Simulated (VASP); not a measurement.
# CuO (C2/c) in VASP: a series of runs, part 2 of 2

VASP 6.6.1.

**3. Single point, PBEsol+U, collinear spin**

Contents of INCAR:

```
SYSTEM = CuO
  PREC = Accurate
  ENCUT = 520
  EDIFF = 1E-6
  ISMEAR = 0
  SIGMA = 0.05
  LREAL = .FALSE.
  LASPH = .TRUE.
  NELM = 150
  ALGO = Normal
  ISIF = 2
  LWAVE = .FALSE.
  LCHARG = .TRUE.
  ISPIN = 2
  MAGMOM = 1 1 0 0
  LORBIT = 11
  LMAXMIX = 4
  LDAU = .TRUE.
  LDAUTYPE = 2
  LDAUL = 2 -1
  LDAUU = 5.8 0
  LDAUJ = 0 0
  LDAUPRINT = 1
  GGA = PS
  LELF = .TRUE.
  LVHAR = .TRUE.
  NBANDS = 29
```

Contents of KPOINTS:

```
regular mesh
0
G
  8 8 5
  0 0 0
```

Contents of POSCAR:

```
CuO
1.0
    2.3416500000     -1.7104000000      0.0000000000
    2.3416500000      1.7104000000      0.0000000000
   -0.8525100000      0.0000000000      5.0580600000
Cu O
2 2
Direct
    0.0000000000      0.5000000000      0.0000000000
    0.5000000000      0.0000000000      0.5000000000
    0.5821000000      0.4179000000      0.2500000000
    0.4179000000      0.5821000000      0.7500000000
```

Potentials or basis: VASP PAW PBE potentials, release 64 (Cu, O).

Command:

```sh
> cat potpaw_PBE.64/Cu/POTCAR potpaw_PBE.64/O/POTCAR > POTCAR
> mpirun -np 1 vasp_std > vasp.out
```

OUTCAR:

```text
SYSTEM = CuO
   PREC = Accurate
   ENCUT = 520
   EDIFF = 1E-6
   ISMEAR = 0
   LREAL = .FALSE.
   LASPH = .TRUE.
   NELM = 150
   ISIF = 2
   ISPIN = 2
   LORBIT = 11
   GGA = PS

 ion  position               nearest neighbor table
   1  0.000  0.500  0.000-   3 1.95   4 1.95   4 1.96   3 1.96
   2  0.500  0.000  0.500-   4 1.95   3 1.95   4 1.96   3 1.96
   3  0.582  0.418  0.250-   2 1.95   1 1.95   2 1.96   1 1.96
   4  0.418  0.582  0.750-   1 1.95   2 1.95   2 1.96   1 1.96

  LATTYP: Found a base centered monoclinic cell.
 ALAT       =     4.6833000000
 B/A-ratio  =     0.7304251276
 C/A-ratio  =     1.0952533450
 COS(beta)  =    -0.1662007255

  Lattice vectors:

 A1 = (   2.3416500000,  -1.7104000000,   0.0000000000)
 A2 = (   2.3416500000,   1.7104000000,   0.0000000000)
 A3 = (  -0.8525100000,   0.0000000000,   5.0580600000)

Analysis of symmetry for initial positions (statically):
=====================================================================
 Subroutine PRICEL returns:
 Original cell was already a primitive cell.

 Routine SETGRP: Setting up the symmetry group for a
 base centered monoclinic supercell.

 Subroutine GETGRP returns: Found  4 space group operations
 (whereof  2 operations were pure point group operations)
 out of a pool of  4 trial point group operations.

The static configuration has the point symmetry S_2 .
 The point group associated with its full space group is C_2h.

Analysis of symmetry for dynamics (positions and initial velocities):
=====================================================================
 Subroutine PRICEL returns:
 Original cell was already a primitive cell.

 Routine SETGRP: Setting up the symmetry group for a
 base centered monoclinic supercell.

 Subroutine GETGRP returns: Found  4 space group operations
 (whereof  2 operations were pure point group operations)
 out of a pool of  4 trial point group operations.

The dynamic configuration has the point symmetry S_2 .
 The point group associated with its full space group is C_2h.

Analysis of structural, dynamic, and magnetic symmetry:
=====================================================================
 Subroutine PRICEL returns:
 Original cell was already a primitive cell.

 Routine SETGRP: Setting up the symmetry group for a
 base centered monoclinic supercell.

 Subroutine GETGRP returns: Found  4 space group operations
 (whereof  2 operations were pure point group operations)
 out of a pool of  4 trial point group operations.

The overall configuration has the point symmetry S_2 .
 The point group associated with its full space group is C_2h.

 Subroutine INISYM returns: Found  4 space group operations
 (whereof  2 operations are pure point group operations),
 and found     1 'primitive' translations
[... 173 lines left out ...]
  o =  1.0335  v = -0.0838 -0.5635  0.0067  0.7777 -0.2657  0.0000  0.0000  0.0000  0.0000  0.0000      0.0000  0.0000  0.0000  0.0000  0.0000  0.0000  0.0000  0.0000  0.0000  0.0000

atom =   2  type =  1  l = 2

 onsite density matrix

spin component  1

  0.9700  0.0010 -0.0066  0.0058 -0.0012
  0.0010  0.9943  0.0005  0.0254 -0.0085
 -0.0066  0.0005  0.9777  0.0004 -0.0011
  0.0058  0.0254  0.0004  1.0104 -0.0118
 -0.0012 -0.0085 -0.0011 -0.0118  0.9807

spin component  2

  0.9556 -0.0405 -0.0092 -0.0513  0.0177
 -0.0405  0.7879 -0.0034 -0.2608  0.0868
 -0.0092 -0.0034  0.9739 -0.0049  0.0003
 -0.0513 -0.2608 -0.0049  0.5996  0.1235
  0.0177  0.0868  0.0003  0.1235  0.9296

 occupancies and eigenvectors

  o =  0.3675  v =  0.0000  0.0000  0.0000  0.0000  0.0000  0.1144  0.5514  0.0113  0.7840 -0.2610      0.0000  0.0000  0.0000  0.0000  0.0000  0.0000  0.0000  0.0000  0.0000  0.0000
  o =  0.9579  v =  0.0000  0.0000  0.0000  0.0000  0.0000 -0.8504 -0.1451 -0.4550  0.2081 -0.0738      0.0000  0.0000  0.0000  0.0000  0.0000  0.0000  0.0000  0.0000  0.0000  0.0000
  o =  0.9653  v =  0.8588  0.1287  0.4615 -0.1780  0.0343  0.0000  0.0000  0.0000  0.0000  0.0000      0.0000  0.0000  0.0000  0.0000  0.0000  0.0000  0.0000  0.0000  0.0000  0.0000
  o =  0.9704  v =  0.0000  0.0000  0.0000  0.0000  0.0000 -0.0506 -0.1900  0.2099  0.4239  0.8588      0.0000  0.0000  0.0000  0.0000  0.0000  0.0000  0.0000  0.0000  0.0000  0.0000
  o =  0.9715  v =  0.0000  0.0000  0.0000  0.0000  0.0000  0.1293 -0.7754  0.2489  0.3848 -0.4147      0.0000  0.0000  0.0000  0.0000  0.0000  0.0000  0.0000  0.0000  0.0000  0.0000
  o =  0.9756  v = -0.0292  0.6526 -0.3278 -0.5863 -0.3495  0.0000  0.0000  0.0000  0.0000  0.0000      0.0000  0.0000  0.0000  0.0000  0.0000  0.0000  0.0000  0.0000  0.0000  0.0000
  o =  0.9766  v =  0.1104 -0.4559 -0.0061  0.0168 -0.8830  0.0000  0.0000  0.0000  0.0000  0.0000      0.0000  0.0000  0.0000  0.0000  0.0000  0.0000  0.0000  0.0000  0.0000  0.0000
  o =  0.9793  v =  0.0000  0.0000  0.0000  0.0000  0.0000  0.4944 -0.1939 -0.8288  0.1193  0.1299      0.0000  0.0000  0.0000  0.0000  0.0000  0.0000  0.0000  0.0000  0.0000  0.0000
  o =  0.9819  v = -0.4923  0.1795  0.8243 -0.1397 -0.1626  0.0000  0.0000  0.0000  0.0000  0.0000      0.0000  0.0000  0.0000  0.0000  0.0000  0.0000  0.0000  0.0000  0.0000  0.0000
  o =  1.0335  v =  0.0838  0.5635  0.0067  0.7777 -0.2657  0.0000  0.0000  0.0000  0.0000  0.0000      0.0000  0.0000  0.0000  0.0000  0.0000  0.0000  0.0000  0.0000  0.0000  0.0000

 number of electron      34.0000000 magnetization       2.0000864

 Free energy of the ion-electron system (eV)
  ---------------------------------------------------
  ext. energy  EPLUGINS =         0.00000000
  ---------------------------------------------------
  free energy    TOTEN  =       -18.05441405 eV

  energy without entropy =      -18.05441405  energy(sigma->0) =      -18.05441405

 E-fermi :   5.2968     XC(G=0): -12.1288

 val. band max:        5.0905691477   @ k =   0.5000   0.5000   0.0000
 cond. band min:       5.5529842075   @ k =  -0.3750   0.3750   0.0000
 fundamental gap:      0.4624150598
 Fermi energy:         5.2967692877

 spin component 1

 k-point     1 :       0.0000    0.0000    0.0000
  band No.  band energies     occupation
      1     -14.2706      1.00000
      2     -12.8616      1.00000
      3      -3.3012      1.00000
      4      -2.6110      1.00000
      5      -2.2313      1.00000
      6      -0.5974      1.00000
[... 1529 lines left out ...]
     28      25.0995      0.00000
     29      26.5581      0.00000

 [... further k-points ...]

------------------------ aborting loop because EDIFF is reached ----------------------------------------

  FORCE on cell =-STRESS in cart. coord.  units (eV):
  Direction    XX          YY          ZZ          XY          YZ          ZX
  --------------------------------------------------------------------------------------
  -------------------------------------------------------------------------------------
  Total       -1.4848643     -0.8314747     -1.4853064      0.0000000      0.0000000      0.3174680
  in kB      -58.7169780    -32.8795570    -58.7344633      0.0000000      0.0000000     12.5538497
  external PRESSURE =     -50.1103328 kB  Pullay stress =       0.0000000 kB

 VOLUME and BASIS-vectors are now :
 -----------------------------------------------------------------------------
  energy-cutoff  :      520.00
  volume of cell :       40.52
      direct lattice vectors                 reciprocal lattice vectors
     2.341650000 -1.710400000  0.000000000     0.213524651 -0.292329280  0.035988482
     2.341650000  1.710400000  0.000000000     0.213524651  0.292329280  0.035988482
    -0.852510000  0.000000000  5.058060000     0.000000000  0.000000000  0.197704258

 POSITION                                       TOTAL-FORCE (eV/Angst)
 -----------------------------------------------------------------------------------
      1.17083      0.85520      0.00000         0.000000      0.000000     -0.000000
      0.74457     -0.85520      2.52903         0.000000      0.000000     -0.000000
      2.12852     -0.28085      1.26452        -0.000000      0.125945      0.000000
      1.70227      0.28085      3.79354        -0.000000     -0.125945     -0.000000
 -----------------------------------------------------------------------------------
    total drift:                               -0.000000      0.000000     -0.000000

  FREE ENERGIE OF THE ION-ELECTRON SYSTEM (eV)
  ---------------------------------------------------
  free  energy   TOTEN  =       -18.0544140535 eV

  energy  without entropy=      -18.0544140535  energy(sigma->0) =      -18.05441405

 total charge

# of ion       s       p       d       tot
------------------------------------------
    1        0.380   0.397   9.158   9.935
    2        0.380   0.397   9.158   9.935
    3        1.550   3.424   0.000   4.974
    4        1.550   3.424   0.000   4.974
--------------------------------------------------
tot          3.860   7.643  18.316  29.819

 magnetization (x)

# of ion       s       p       d       tot
------------------------------------------
    1       -0.003   0.003   0.686   0.687
    2       -0.003   0.003   0.686   0.687
    3        0.019   0.259   0.000   0.278
    4        0.019   0.259   0.000   0.278
--------------------------------------------------
tot          0.032   0.524   1.373   1.929
```

Run time: 4.7 min. Hardware: 1 thread of Oxide Virtual Turin-like, shared host; peak memory 0.25 GiB.

Results:

```yaml
Free_energy: -18.0544 eV
Pressure: -5.0 GPa
Largest_force: 0.126 eV/Å
Band_gap_on_the_k_mesh: 0.46 eV (least direct gap 0.53 eV)
Net_moment: 2.00 μB per cell
Site_moments: Cu +0.69; O +0.28 μB
Valence_electrons_inside_the_program's_atomic_spheres: Cu 9.94; O 4.97
```

Forces on the atoms (eV/Å):
```
Cu   0.000  0.000  0.000
Cu   0.000  0.000  0.000
O    0.000  0.126  0.000
O    0.000 -0.126  0.000
```

Eigenvalues of the final occupation matrices:
| site | spin | trace | eigenvalues |
| --- | --- | --- | --- |
| site 1 d | 1 | 4.93 | 0.97 0.98 0.98 0.98 1.03 |
| site 1 d | 2 | 4.25 | 0.37 0.96 0.97 0.97 0.98 |
| site 2 d | 1 | 4.93 | 0.97 0.98 0.98 0.98 1.03 |
| site 2 d | 2 | 4.25 | 0.37 0.96 0.97 0.97 0.98 |

Caveat: the cell stands under tension; semilocal functionals underestimate gaps, and a narrow one can read as zero; the PAW data sets were made with another functional, which shifts forces and pressure a little. A k mesh can miss the band edges.
